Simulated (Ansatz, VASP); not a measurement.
Two plane-wave programs on CdO

File INCAR:

```
ALGO = Normal
EDIFF = 1E-6
ENCUT = 600
GGA = PE
GGA_COMPAT = F
ISIF = 2
ISMEAR = 0
LASPH = T
LCHARG = F
LREAL = F
LWAVE = F
NBANDS = 16
NELM = 120
PREC = Accurate
SIGMA = 0.05
```

The input KPOINTS:

```
k-points
0
Gamma
  8 8 8
```

File POSCAR:

```
CdO
1.0
    0.0000000000      2.3481500455      2.3481500455
    2.3481500455      0.0000000000      2.3481500455
    2.3481500455      2.3481500455      0.0000000000
Cd O
1 1
Direct
    0.0000000000      0.0000000000      0.0000000000
    0.5000000000      0.5000000000      0.5000000000
```

Input for Ansatz:

```yaml
crystal:
  lattice:
    - [0.0, 2.3481500455, 2.3481500455]
    - [2.3481500455, 0.0, 2.3481500455]
    - [2.3481500455, 2.3481500455, 0.0]
  atoms:
    - { symbol: Cd, position: [0.0, 0.0, 0.0] }
    - { symbol: O, position: [0.5, 0.5, 0.5] }
basis:
  ecutwfc: 420
  ecutrho_ratio: 4
kpoints:
  mp_grid: { grid: [8, 8, 8] }
hamiltonian:
  xc: pbe
scf:
  occupations: { method: gaussian, width: 0.05 }
output:
  forces: true
  stress: true
  eigenvalues: true
```

Alike in both runs: task single point; functional PBE; k mesh 8 × 8 × 8; occupations gaussian, width 0.05 eV; no spin polarisation.

```csv
,VASP,Ansatz
version,VASP 6.6.1,Ansatz 0.2.0
potentials or method,"VASP PAW PBE potentials, release 64 (Cd, O), cutoff 600 eV","scalar-relativistic, plane waves, PAW"
valence electrons in the cell,18,26
```

|  | VASP | Ansatz | Ansatz less VASP |
| --- | --- | --- | --- |
| gap on the k mesh at the Fermi level (eV) | none | none | - |
| pressure (GPa) | 7.6 | 6.4 | -1.29 |

A gap of «none» marks a metal or a gap that the smearing closes. VASP's potentials hold 18 valence electrons a cell and Ansatz's 26, so a difference there can come from the potentials and not from the codes.
